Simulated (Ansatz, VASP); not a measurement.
## GaCo: VASP beside Ansatz

```
CELL_PARAMETERS angstrom
3.11375 0.00000 0.00000
0.00000 3.11375 0.00000
0.00000 0.00000 2.88310
ATOMIC_POSITIONS crystal
Ga 0.50000 0.50000 0.50000
Co 0.00000 0.00000 0.00000
```

Change from the starting cell: strain +0.080 along x and y, +0.000 along z, atoms carried along.

Alike in both runs: task single point; functional PBEsol; k mesh 16 × 16 × 16; occupations gaussian, width 0.15 eV; no spin polarisation.

|  | VASP | Ansatz |
| --- | --- | --- |
| version | VASP 6.6.1 | Ansatz 0.2.0 |
| potentials or method | VASP PAW PBE potentials, release 64 (Ga_d, Co), cutoff 520 eV | scalar-relativistic, plane waves, PAW |
| valence electrons in the cell | 22 | 30 |

Ansatz gave:

| Property | Result |
| --- | --- |
| gap on the k mesh at the Fermi level (eV) | none |
| pressure (GPa) | -24.5 |
| traceless stress, the component that is largest in VASP (GPa) | 3.49 |

Question: Which values does VASP return?

Answer: gap on the k mesh at the Fermi level (eV): none; pressure (GPa): -24.4; traceless stress, the component that is largest in VASP (GPa): 3.50.

VASP's potentials were made for PBE, not for PBEsol. A gap of «none» marks a metal or a gap that the smearing closes. VASP's potentials hold 22 valence electrons a cell and Ansatz's 30, so a difference there can come from the potentials and not from the codes.
